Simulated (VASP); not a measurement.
Here is a VASP 6.6.1 calculation.

INCAR

```
SYSTEM = Cd2HgTe3
PREC     = Accurate       ! precision mode
ENCUT    = 600            ! plane-wave cutoff, eV
EDIFF    = 1E-7           ! SCF threshold, eV
ISMEAR   = 0              ! smearing method
SIGMA    = 0.1            ! smearing width, eV
LREAL    = .False.        ! projectors in reciprocal space
LASPH    = .True.         ! aspherical terms in the spheres
NELM     = 80             ! most SCF steps
ALGO     = Normal         ! electronic algorithm
ISIF     = 4              ! what is computed and relaxed
LWAVE    = .False.        ! write WAVECAR
LCHARG   = .False.        ! write CHGCAR
GGA      = PE             ! functional
IBRION   = 2              ! ionic algorithm
NSW      = 50             ! ionic steps
EDIFFG   = -0.01          ! ionic threshold
KPAR     = 4
```

The input KPOINTS:

```
regular mesh
0
Gamma
  12 12 4
  0 0 0
```

File POSCAR:

```
Cd2HgTe3
1.0
    4.4952435711      0.0000000000      0.0000000000
   -2.2476217856      3.8929951288      0.0000000000
    0.0000000000      0.0000000000     10.9904207977
Cd Hg Te
2 1 3
Direct
    0.0000000000      0.0000000000      0.0008179242
    0.6666666667      0.3333333333      0.3334025587
    0.3333333333      0.6666666667      0.6664985269
    0.0000000000      0.0000000000      0.7508788147
    0.3333333333      0.6666666667      0.4153473047
    0.6666666667      0.3333333333      0.0830558709
```

Potentials or basis: VASP PAW PBE potentials, release 64 (Cd, Hg, Te).

Run with:

```sh
$ cat potpaw_PBE.64/Cd/POTCAR potpaw_PBE.64/Hg/POTCAR potpaw_PBE.64/Te/POTCAR > POTCAR
$ mpirun -np 4 vasp_std > vasp.out
```

What does it give for the band gap on the k mesh?

0.27 eV.

Final structure:
```yaml
crystal:
  lattice:
    - [4.49524, 0.00000, 0.00000]
    - [-2.24762, 3.89300, 0.00000]
    - [0.00000, 0.00000, 10.99042]
  atoms:
    - { symbol: Cd, position: [0.00000, 0.00000, 0.00082] }
    - { symbol: Cd, position: [0.66667, 0.33333, 0.33340] }
    - { symbol: Hg, position: [0.33333, 0.66667, 0.66650] }
    - { symbol: Te, position: [0.00000, 0.00000, 0.75088] }
    - { symbol: Te, position: [0.33333, 0.66667, 0.41535] }
    - { symbol: Te, position: [0.66667, 0.33333, 0.08306] }
```

Caveat: the relaxation stopped at its first step, so nothing moved; spin-orbit coupling is left out, which moves the levels of the heavy elements.
